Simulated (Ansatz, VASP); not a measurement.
Two plane-wave programs on SnTe5

```
CELL_PARAMETERS angstrom
7.05628 0.00000 0.00000
-3.52814 6.11092 0.00000
0.00000 0.00000 4.38212
ATOMIC_POSITIONS crystal
Sn 0.00000 0.00000 0.50000
Te 0.66616 0.00000 0.00000
Te 0.33384 0.33384 0.00000
Te 0.00000 0.66616 0.00000
Te 0.66667 0.33333 0.50000
Te 0.33333 0.66667 0.50000
```

Change from the starting cell: species swapped into the MgSn5 type (P-62m, No. 189).

Alike in both runs: functional PBE; k mesh 6 × 6 × 8; occupations gaussian, width 0.1 eV; no spin polarisation.

Ansatz relaxed the structure, and its values are those at the end. VASP's run is a single point on that final structure, the one shown.

|  | VASP | Ansatz |
| --- | --- | --- |
| version | VASP 6.6.1 | Ansatz 0.2.0 |
| potentials or method | VASP PAW PBE potentials, release 64 (Sn_d, Te), cutoff 520 eV | scalar-relativistic, plane waves, PAW |
| valence electrons in the cell | 44 | 94 |

|  | VASP | Ansatz | Ansatz less VASP |
| --- | --- | --- | --- |
| gap on the k mesh at the Fermi level (eV) | none | none | - |
| pressure (GPa) | -0.1 | 0.0 | +0.05 |

A gap of «none» marks a metal or a gap that the smearing closes. VASP's potentials hold 44 valence electrons a cell and Ansatz's 94, so a difference there can come from the potentials and not from the codes.

Spin-orbit coupling is off throughout.
